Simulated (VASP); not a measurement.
Crystal: Si5Ge.

```xyz
6
Lattice="3.8731 0.0000 0.0000 -1.9366 3.3542 0.0000 0.0000 0.0000 9.4848" Properties=species:S:1:pos:R:3 pbc="T T T"
Si    0.0000    0.0000   -0.0308
Si    1.9366    1.1181    6.3219
Si    0.0000    2.2361    3.1933
Si    1.9366    1.1181    8.6815
Si    0.0000    2.2361    5.5451
Ge    0.0000    0.0000    2.3723
```

Base run:

| Quantity | Value |
| --- | --- |
| Program | VASP 6.6.1 |
| Functional | PBE |
| Potentials or basis | VASP PAW PBE potentials, release 64 (Si, Ge_d) |
| Cutoff | 520 eV |
| k mesh | 6 × 6 × 2 |
| Occupations | gaussian, width 0.01 eV |
| Spin | no spin polarisation |

Its results: band gap on the k mesh 0.65 eV, indirect (least direct gap 1.47 eV); pressure 1.6 GPa; largest force 0.078 eV/Å.

Problem. The run is repeated on the same cell with these changes: functional from PBE to PBE-based screened hybrid; further incar settings from ALGO = Normal; EDIFF = 1e-07; NBANDS = 26 to ALGO = Normal; EDIFF = 1e-06; NBANDS = 26. What comes out?

Solution. Band gap on the k mesh 0.87 eV, indirect (least direct gap 1.75 eV); pressure 0.8 GPa; largest force 0.062 eV/Å.

Caveats: the PAW data sets were made with another functional, which shifts forces and pressure a little (some runs).

A k mesh can miss the band edges.
